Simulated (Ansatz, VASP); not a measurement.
**SbTe2O3 in VASP and in Ansatz**

```
Sb Te O
1.0
     5.76161    0.00000    0.00000
    -2.88081    4.98970    0.00000
     0.00000    0.00000    3.37349
Sb Te O
1 2 3
Cartesian
  0.0000 0.0000 0.0000
  0.0000 3.3265 0.0000
  2.8808 1.6632 0.0000
  2.8808 0.0000 1.6867
  1.4404 2.4949 1.6867
  -1.4404 2.4949 1.6867
```

Change from the starting cell: species swapped into the CeB2Ru3 type (P6/mmm, No. 191).

Alike in both runs: functional PBE; k mesh 3 × 3 × 6; occupations gaussian, width 0.1 eV; no spin polarisation.

Ansatz relaxed the structure, and its values are those at the end. VASP's run is a single point on that final structure, the one shown.

|  | VASP | Ansatz |
| --- | --- | --- |
| version | VASP 6.6.1 | Ansatz 0.2.0 |
| potentials or method | VASP PAW PBE potentials, release 64 (Sb, Te, O), cutoff 520 eV | scalar-relativistic, plane waves, PAW |
| valence electrons in the cell | 35 | 65 |

```csv
,VASP,Ansatz,Ansatz less VASP
gap on the k mesh at the Fermi level (eV),none,none,-
pressure (GPa),-0.9,-0.3,+0.58
```

A gap of «none» marks a metal or a gap that the smearing closes. VASP's potentials hold 35 valence electrons a cell and Ansatz's 65, so a difference there can come from the potentials and not from the codes.

The k mesh is coarse, so the values compare programs but aren't converged. Neither program's run includes spin-orbit coupling.
